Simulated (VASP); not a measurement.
# SnTe (I4/mmm) in VASP: a series of runs, part 2 of 2

VASP 6.6.1. The steps go on from the part before.

**4. Single point, PBE (strain +0.025 along x and y, -0.025 along z)**

The input, INCAR:

```
  ALGO = Normal
  EDIFF = 1E-6
  ENCUT = 520
  GGA = PE
  ISIF = 2
  ISMEAR = 0
  LASPH = True
  LCHARG = True
  LELF = True
  LREAL = False
  LVHAR = True
  LWAVE = False
  NBANDS = 17
  NELM = 80
  PREC = Accurate
  SIGMA = 0.03
```

The input, KPOINTS:

```
k-points
0
Gamma
  10 10 10
```

The input, POSCAR:

```
SnTe
1.0
    0.0000000000      3.2354125000      3.0775875000
    3.2354125000      0.0000000000      3.0775875000
    3.2354125000      3.2354125000      0.0000000000
Sn Te
1 1
Direct
    0.0000000000      0.0000000000      0.0000000000
    0.5000000000      0.5000000000      0.5000000000
```

Potentials or basis: VASP PAW PBE potentials, release 64 (Sn_d, Te).

The run is started by

```
cat potpaw_PBE.64/Sn_d/POTCAR potpaw_PBE.64/Te/POTCAR > POTCAR
mpirun -np 1 vasp_std > vasp.out
```

OUTCAR:

```text
EDIFF = 1E-6
   ENCUT = 520
   GGA = PE
   ISIF = 2
   ISMEAR = 0
   LASPH = True
   LREAL = False
   NELM = 80
   PREC = Accurate

 ion  position               nearest neighbor table
   1  0.000  0.000  0.000-   2 3.08   2 3.08   2 3.24   2 3.24   2 3.24   2 3.24
   2  0.500  0.500  0.500-   1 3.08   1 3.08   1 3.24   1 3.24   1 3.24   1 3.24

  LATTYP: Found a body centered tetragonal cell.
 ALAT       =     4.5755642374
 C/A-ratio  =     1.3452275349

  Lattice vectors:

 A1 = (   0.0000000000,  -3.2354125000,  -3.0775875000)
 A2 = (   0.0000000000,   3.2354125000,  -3.0775875000)
 A3 = (   3.2354125000,   0.0000000000,   3.0775875000)

Analysis of symmetry for initial positions (statically):
=====================================================================
 Subroutine PRICEL returns:
 Original cell was already a primitive cell.

 Routine SETGRP: Setting up the symmetry group for a
 body centered tetragonal supercell.

 Subroutine GETGRP returns: Found 16 space group operations
 (whereof 16 operations were pure point group operations)
 out of a pool of 16 trial point group operations.

The static configuration has the point symmetry D_4h.

Analysis of symmetry for dynamics (positions and initial velocities):
=====================================================================
 Subroutine PRICEL returns:
 Original cell was already a primitive cell.

 Routine SETGRP: Setting up the symmetry group for a
 body centered tetragonal supercell.

 Subroutine GETGRP returns: Found 16 space group operations
 (whereof 16 operations were pure point group operations)
 out of a pool of 16 trial point group operations.

The dynamic configuration has the point symmetry D_4h.

 Subroutine INISYM returns: Found 16 space group operations
 (whereof 16 operations are pure point group operations),
 and found     1 'primitive' translations

[... 110 lines left out ...]
   EFERMI_NEDOS =   21; number of points for ismear=-14 and -15
   IALGO  =     38    algorithm
   IMIX   =      4    mixing-type and parameters
     AMIX     =   0.40;   BMIX     =  1.00
     AMIX_MAG =   1.60;   BMIX_MAG =  1.00
  volume/ion in A,a.u.               =      32.22       217.40
  Fermi-wavevector in a.u.,A,eV,Ry     =   1.108455  2.094677 16.717119  1.228674
  Thomas-Fermi vector in A             =   2.244983
   LORBIT       =      0    0 simple, 1 ext, 2 COOP (PROOUT), +10 PAW based schemes
   GGA     = PE    functional components
   LHFCALC =     F    Hartree Fock is set to
   AEXX    =    0.0000 exact exchange contribution
   IVDW    =     0    specifies the selected vdW correction
   LEPSILON=     F    determine dielectric tensor
   LRPA    =     F    only Hartree local field effects (RPA)
 non-spin polarized calculation
 Gauss-broadening in eV      SIGMA  =   0.03
  energy-cutoff  :      520.00
  volume of cell :       64.43
 maximum number of plane-waves:      1763
 NGX is ok and might be reduce to    36
   NGX = 17   NGY = 17   NGZ = 17

 number of electron      20.0000006 magnetization

 Free energy of the ion-electron system (eV)
  ---------------------------------------------------
  ext. energy  EPLUGINS =         0.00000000
  ---------------------------------------------------
  free energy    TOTEN  =        -7.51780910 eV

  energy without entropy =       -7.51780812  energy(sigma->0) =       -7.51780861

 E-fermi :   6.6267     XC(G=0):  -9.3590

 val. band max:        6.5601244555   @ k =   0.5000   0.0000   0.0000
 cond. band min:       6.6932917364   @ k =   0.5000   0.0000   0.0000
 fundamental gap:      0.1331672809
 Fermi energy:         6.6267081369

 k-point     1 :       0.0000    0.0000    0.0000
  band No.  band energies     occupation
      1     -15.3088      2.00000
      2     -15.3052      2.00000
      3     -15.2907      2.00000
      4     -15.2894      2.00000
      5     -15.2894      2.00000
      6      -6.0084      2.00000
[... 457 lines left out ...]
      4     -15.2815      2.00000
      5     -15.2812      2.00000
      6      -4.7702      2.00000
[... 9 lines left out ...]
     16      15.4198      0.00000
     17      16.5050      0.00000

 [... further k-points ...]

------------------------ aborting loop because EDIFF is reached ----------------------------------------

  FORCE on cell =-STRESS in cart. coord.  units (eV):
  Direction    XX          YY          ZZ          XY          YZ          ZX
  --------------------------------------------------------------------------------------
  -------------------------------------------------------------------------------------
  Total       -0.4222147     -0.4222147      2.2421566      0.0000000     -0.0000000     -0.0000000
  in kB      -10.4989103    -10.4989103     55.7540997      0.0000000     -0.0000000     -0.0000000
  external PRESSURE =      11.5854264 kB  Pullay stress =       0.0000000 kB

 VOLUME and BASIS-vectors are now :
 -----------------------------------------------------------------------------
  energy-cutoff  :      520.00
  volume of cell :       64.43
      direct lattice vectors                 reciprocal lattice vectors
     0.000000000  3.235412500  3.077587500    -0.154539800  0.154539800  0.162464918
     3.235412500  0.000000000  3.077587500     0.154539800 -0.154539800  0.162464918
     3.235412500  3.235412500  0.000000000     0.154539800  0.154539800 -0.162464918

 POSITION                                       TOTAL-FORCE (eV/Angst)
 -----------------------------------------------------------------------------------
      0.00000      0.00000      0.00000         0.000000     -0.000000      0.000000
      3.23541      3.23541      3.07759        -0.000000      0.000000      0.000000
 -----------------------------------------------------------------------------------
    total drift:                               -0.000000      0.000000      0.000000

  FREE ENERGIE OF THE ION-ELECTRON SYSTEM (eV)
  ---------------------------------------------------
  free  energy   TOTEN  =        -7.5178090978 eV

  energy  without entropy=       -7.5178081154  energy(sigma->0) =       -7.51780861
```

stdout:

```text
POSCAR found type information on POSCAR SnTe
 POSCAR found :  2 types and       2 ions
 scaLAPACK will be used
 LDA part: xc-table for (Slater+PW92), standard interpolation
 POSCAR, INCAR and KPOINTS ok, starting setup
 FFT: planning ... GRIDC
 FFT: planning ... GRID_SOFT
 FFT: planning ... GRID
 WAVECAR not read
 entering main loop
```

Wall time 48 s (1 thread of Intel Xeon 6975P-C (Granite Rapids), shared host); peak memory 0.27 GiB.

Results:

```
Free energy            : -7.5178 eV
Pressure               : 1.2 GPa
Band gap on the k mesh : 0.13 eV
```

Stress tensor (GPa, compression positive):
```
-1.05  0.00  0.00
 0.00 -1.05  0.00
 0.00  0.00  5.58
```

Caveat: the cell differs from its parent crystal (strain +0.025 along x and y, -0.025 along z); spin-orbit coupling is left out, which moves the levels of the heavy elements. A k mesh can miss the band edges.

**5. Single point, PBE (strain +0.050 along x and y, -0.050 along z)**

The input, INCAR:

```
SYSTEM = SnTe
PREC = Accurate ; ENCUT = 520
EDIFF = 1E-6 ; ISMEAR = 0
SIGMA = 0.03 ; LREAL = .False.
LASPH = .True. ; NELM = 100
ALGO = Normal ; ISIF = 2
LWAVE = .False. ; LCHARG = .True.
GGA = PE ; LELF = .True.
LVHAR = .True. ; NBANDS = 17
```

The input, KPOINTS:

```
Automatic mesh
0
Gamma
  10 10 10
  0 0 0
```

The input, POSCAR:

```
SnTe
1.0
    0.0000000000      3.3143250000      2.9986750000
    3.3143250000      0.0000000000      2.9986750000
    3.3143250000      3.3143250000      0.0000000000
Sn Te
1 1
Direct
    0.0000000000      0.0000000000      0.0000000000
    0.5000000000      0.5000000000      0.5000000000
```

The run is started by

```
cat potpaw_PBE.64/Sn_d/POTCAR potpaw_PBE.64/Te/POTCAR > POTCAR
mpirun -np 1 vasp_std > vasp.out
```

It took 51 s on 1 thread of Intel Xeon 6975P-C (Granite Rapids), shared host; peak memory 0.28 GiB.

It converged, with:

```yaml
Free_energy: -7.3936 eV
Pressure: 1.2 GPa
Band_gap_on_the_k_mesh: 0.26 eV (least direct gap 0.36 eV)
```

Stress tensor (GPa, compression positive):
```
-3.19  0.00  0.00
 0.00 -3.19  0.00
 0.00  0.00 10.00
```

Levels at points of the mesh, in eV from the valence-band top:
```
           k point  band 7  band 8  band 9  band 10  band 11  band 12  band 13  band 14
(0.00, 0.00, 0.00)   -4.77   -2.72   -1.62    -1.62     2.52     2.52     4.70     4.70
(0.50, 0.00, 0.00)   -8.11   -1.77   -1.64    -0.10     0.26     0.27     0.93     7.62
(0.50, 0.50, 0.00)   -6.67   -5.36   -3.64    -3.64     2.24     4.48     4.48     7.15
(0.50, 0.00, 0.50)   -6.15   -5.15   -3.96    -2.83     2.54     3.62     5.58     6.25
```

Caveat: the cell differs from its parent crystal (strain +0.050 along x and y, -0.050 along z); spin-orbit coupling is left out, which moves the levels of the heavy elements.

**6. Single point, PBE (strain +0.050 along x and y, -0.025 along z)**

The input, INCAR:

```
PREC = Accurate ; ENCUT = 520
EDIFF = 1E-7 ; ISMEAR = 0
SIGMA = 0.03 ; LREAL = False
LASPH = True ; NELM = 80
ALGO = Normal ; ISIF = 2
LWAVE = False ; LCHARG = False
GGA = PE ; NBANDS = 17
```

The input, KPOINTS:

```
Automatic mesh
0
Gamma
  10 10 10
```

The input, POSCAR:

```
SnTe
1.0
    0.0000000000      3.3143250000      3.0775875000
    3.3143250000      0.0000000000      3.0775875000
    3.3143250000      3.3143250000      0.0000000000
Sn Te
1 1
Direct
    0.0000000000      0.0000000000      0.0000000000
    0.5000000000      0.5000000000      0.5000000000
```

Potentials or basis: VASP PAW PBE potentials, release 64 (Sn_d, Te).

The run is started by

```
cat potpaw_PBE.64/Sn_d/POTCAR potpaw_PBE.64/Te/POTCAR > POTCAR
mpirun -np 1 vasp_std > vasp.out
```

OUTCAR:

```text
PREC = Accurate
   ENCUT = 520
   EDIFF = 1E-7
   ISMEAR = 0
   LREAL = False
   LASPH = True
   NELM = 80
   ISIF = 2
   GGA = PE

 ion  position               nearest neighbor table
   1  0.000  0.000  0.000-   2 3.08   2 3.08   2 3.31   2 3.31   2 3.31   2 3.31
   2  0.500  0.500  0.500-   1 3.08   1 3.08   1 3.31   1 3.31   1 3.31   1 3.31

  LATTYP: Found a body centered tetragonal cell.
 ALAT       =     4.6871633651
 C/A-ratio  =     1.3131983079

  Lattice vectors:

 A1 = (   0.0000000000,  -3.3143250000,  -3.0775875000)
 A2 = (   0.0000000000,   3.3143250000,  -3.0775875000)
 A3 = (   3.3143250000,   0.0000000000,   3.0775875000)

Analysis of symmetry for initial positions (statically):
=====================================================================
 Subroutine PRICEL returns:
 Original cell was already a primitive cell.

 Routine SETGRP: Setting up the symmetry group for a
 body centered tetragonal supercell.

 Subroutine GETGRP returns: Found 16 space group operations
 (whereof 16 operations were pure point group operations)
[... 162 lines left out ...]

  energy without entropy =       -7.47523633  energy(sigma->0) =       -7.47524073

 E-fermi :   6.0329     XC(G=0):  -9.1418

 val. band max:        5.9832974470   @ k =   0.5000   0.0000   0.0000
 cond. band min:       6.0825010314   @ k =   0.5000   0.0000   0.0000
 fundamental gap:      0.0992035844
 Fermi energy:         6.0328992436

 k-point     1 :       0.0000    0.0000    0.0000
  band No.  band energies     occupation
      1     -15.8828      2.00000
      2     -15.8815      2.00000
      3     -15.8551      2.00000
      4     -15.8551      2.00000
      5     -15.8524      2.00000
      6      -6.2616      2.00000
[... 457 lines left out ...]
      4     -15.8485      2.00000
      5     -15.8483      2.00000
      6      -5.0910      2.00000
[... 9 lines left out ...]
     16      14.5078      0.00000
     17      15.9678      0.00000

 [... further k-points ...]

------------------------ aborting loop because EDIFF is reached ----------------------------------------

  FORCE on cell =-STRESS in cart. coord.  units (eV):
  Direction    XX          YY          ZZ          XY          YZ          ZX
  --------------------------------------------------------------------------------------
  -------------------------------------------------------------------------------------
  Total       -1.3457257     -1.3457257      2.1881152      0.0000000     -0.0000000     -0.0000000
  in kB      -31.8886793    -31.8886793     51.8501693      0.0000000     -0.0000000     -0.0000000
  external PRESSURE =      -3.9757298 kB  Pullay stress =       0.0000000 kB

 VOLUME and BASIS-vectors are now :
 -----------------------------------------------------------------------------
  energy-cutoff  :      520.00
  volume of cell :       67.61
      direct lattice vectors                 reciprocal lattice vectors
     0.000000000  3.314325000  3.077587500    -0.150860281  0.150860281  0.162464918
     3.314325000  0.000000000  3.077587500     0.150860281 -0.150860281  0.162464918
     3.314325000  3.314325000  0.000000000     0.150860281  0.150860281 -0.162464918

 POSITION                                       TOTAL-FORCE (eV/Angst)
 -----------------------------------------------------------------------------------
      0.00000      0.00000      0.00000         0.000000     -0.000000      0.000000
      3.31433      3.31433      3.07759        -0.000000      0.000000     -0.000000
 -----------------------------------------------------------------------------------
    total drift:                               -0.000000      0.000000      0.000000

  FREE ENERGIE OF THE ION-ELECTRON SYSTEM (eV)
  ---------------------------------------------------
  free  energy   TOTEN  =        -7.4752451320 eV

  energy  without entropy=       -7.4752363336  energy(sigma->0) =       -7.47524073
```

OSZICAR:

```text
N       E                     dE             d eps       ncg     rms          rms(c)
DAV:   1     0.124985936647E+03    0.12499E+03   -0.94840E+03  3492   0.132E+03
DAV:   2     0.418226908963E+01   -0.12080E+03   -0.11749E+03  3656   0.325E+02
DAV:   3    -0.720419665725E+01   -0.11386E+02   -0.11283E+02  4357   0.897E+01
DAV:   4    -0.754327471929E+01   -0.33908E+00   -0.33880E+00  4126   0.161E+01
DAV:   5    -0.755716446296E+01   -0.13890E-01   -0.13889E-01  5084   0.314E+00    0.401E+00
DAV:   6    -0.747423430451E+01    0.82930E-01   -0.19579E-01  4530   0.269E+00    0.252E+00
DAV:   7    -0.747417766825E+01    0.56636E-04   -0.63150E-02  4025   0.117E+00    0.905E-01
DAV:   8    -0.747512875377E+01   -0.95109E-03   -0.75939E-03  4257   0.694E-01    0.165E-01
DAV:   9    -0.747522907070E+01   -0.10032E-03   -0.86307E-04  4706   0.247E-01    0.404E-02
DAV:  10    -0.747523606601E+01   -0.69953E-05   -0.11484E-04  4305   0.777E-02    0.278E-02
DAV:  11    -0.747524570888E+01   -0.96429E-05   -0.44943E-05  4183   0.456E-02    0.257E-02
DAV:  12    -0.747524586108E+01   -0.15221E-06   -0.28413E-06  4340   0.100E-02    0.144E-02
DAV:  13    -0.747524545748E+01    0.40360E-06   -0.17272E-07  4046   0.260E-03    0.914E-03
DAV:  14    -0.747524514154E+01    0.31594E-06   -0.57790E-07  4093   0.687E-03    0.677E-04
DAV:  15    -0.747524513196E+01    0.95756E-08   -0.57564E-08  2015   0.135E-03
   1 F= -.74752451E+01 E0= -.74752407E+01  d E =-.879836E-05
```

stdout:

```text
POSCAR found type information on POSCAR SnTe
 POSCAR found :  2 types and       2 ions
 scaLAPACK will be used
 LDA part: xc-table for (Slater+PW92), standard interpolation
 POSCAR, INCAR and KPOINTS ok, starting setup
 FFT: planning ... GRIDC
 FFT: planning ... GRID_SOFT
 FFT: planning ... GRID
 WAVECAR not read
 entering main loop
```

It took 54 s on 1 thread of Intel Xeon 6975P-C (Granite Rapids), shared host; peak memory 0.28 GiB.

Results:

```
Free energy            : -7.4752 eV
Pressure               : -0.4 GPa
Band gap on the k mesh : 0.10 eV
```

Stress tensor (GPa, compression positive):
```
-3.19  0.00  0.00
 0.00 -3.19  0.00
 0.00  0.00  5.19
```

Levels at points of the mesh, in eV from the valence-band top:
| k point | band 8 | band 9 | band 10 | band 11 | band 12 | band 13 |
| --- | --- | --- | --- | --- | --- | --- |
| (0.00, 0.00, 0.00) | -2.44 | -1.64 | -1.64 | 2.67 | 2.67 | 4.43 |
| (0.50, 0.00, 0.00) | -1.67 | -1.56 | 0.00 | 0.10 | 0.38 | 0.79 |
| (0.50, 0.50, 0.00) | -5.13 | -3.46 | -3.46 | 2.39 | 4.42 | 4.42 |
| (0.50, 0.00, 0.50) | -4.97 | -3.70 | -2.88 | 2.60 | 3.81 | 5.52 |

Caveat: the cell differs from its parent crystal (strain +0.050 along x and y, -0.025 along z); spin-orbit coupling is left out, which moves the levels of the heavy elements. A k mesh can miss the band edges.

**7. Single point, PBE (strain +0.050 along x and y, +0.000 along z)**

The input, INCAR:

```
PREC     = Accurate       # precision mode
ENCUT    = 520            # plane-wave cutoff, eV
EDIFF    = 1E-7           # SCF threshold, eV
ISMEAR   = 0              # smearing method
SIGMA    = 0.03           # smearing width, eV
LREAL    = False          # projectors in reciprocal space
LASPH    = True           # aspherical terms in the spheres
NELM     = 80             # most SCF steps
ALGO     = Normal         # electronic algorithm
ISIF     = 2              # what is computed and relaxed
LWAVE    = False          # write WAVECAR
LCHARG   = False          # write CHGCAR
GGA      = PE             # functional
NBANDS   = 17             # bands
```

The input, KPOINTS:

```
regular mesh
0
Gamma
  10 10 10
```

The input, POSCAR:

```
SnTe
1.0
    0.0000000000      3.3143250000      3.1565000000
    3.3143250000      0.0000000000      3.1565000000
    3.3143250000      3.3143250000      0.0000000000
Sn Te
1 1
Direct
    0.0000000000      0.0000000000      0.0000000000
    0.5000000000      0.5000000000      0.5000000000
```

The run is started by

```
cat potpaw_PBE.64/Sn_d/POTCAR potpaw_PBE.64/Te/POTCAR > POTCAR
mpirun -np 1 vasp_std > vasp.out
```

Wall time 61 s (1 thread of Intel Xeon 6975P-C (Granite Rapids), shared host); peak memory 0.28 GiB.

Results (log left out):

| Item | Value |
| --- | --- |
| Free energy | -7.5112 eV |
| Pressure | -1.6 GPa |
| Band gap on the k mesh | 0.09 eV |

Stress tensor (GPa, compression positive):
```
-3.21  0.00  0.00
 0.00 -3.21  0.00
 0.00  0.00  1.57
```

Levels at points of the mesh, in eV from the valence-band top:
```tsv
k point	band 7	band 8	band 9	band 10	band 11	band 12	band 13	band 14
(0.00, 0.00, 0.00)	-4.98	-2.15	-1.64	-1.64	2.83	2.83	3.94	4.89
(0.50, 0.00, 0.00)	-7.79	-1.55	-1.47	0.00	0.09	0.49	0.72	7.60
(0.50, 0.50, 0.00)	-6.48	-4.89	-3.27	-3.27	2.55	4.38	4.38	6.22
(0.50, 0.00, 0.50)	-6.25	-4.78	-3.43	-2.91	2.68	3.99	5.17	5.48
```

Caveat: the cell differs from its parent crystal (strain +0.050 along x and y, +0.000 along z); spin-orbit coupling is left out, which moves the levels of the heavy elements. A k mesh can miss the band edges.

**8. Overview**

```tsv
cell	gap on the mesh (eV)	pressure (GPa)
a = 4.523, b = 4.523, c = 4.352 Å, angles 61.2, 61.2, 57.5°, 2 atoms	0.09	2.8
a = 4.411, b = 4.411, c = 4.576 Å, angles 58.8, 58.8, 62.5°, 2 atoms	0.27	2.9
a = 4.465, b = 4.465, c = 4.576 Å, angles 59.2, 59.2, 61.6°, 2 atoms	0.13	1.2
a = 4.470, b = 4.470, c = 4.687 Å, angles 58.4, 58.4, 63.2°, 2 atoms	0.26	1.2
a = 4.523, b = 4.523, c = 4.687 Å, angles 58.8, 58.8, 62.4°, 2 atoms	0.10	-0.4
a = 4.577, b = 4.577, c = 4.687 Å, angles 59.2, 59.2, 61.6°, 2 atoms	0.09	-1.6
```

Alike in all rows: task single point; level PBE; potentials or basis VASP PAW PBE potentials, release 64 (Sn_d, Te); no spin polarisation; k mesh 10 × 10 × 10; cutoff (eV) 520; smearing gaussian 0.03 eV.

Caveats: spin-orbit coupling is left out, which moves the levels of the heavy elements.

Absolute energies hang on the potentials; compare differences alone.
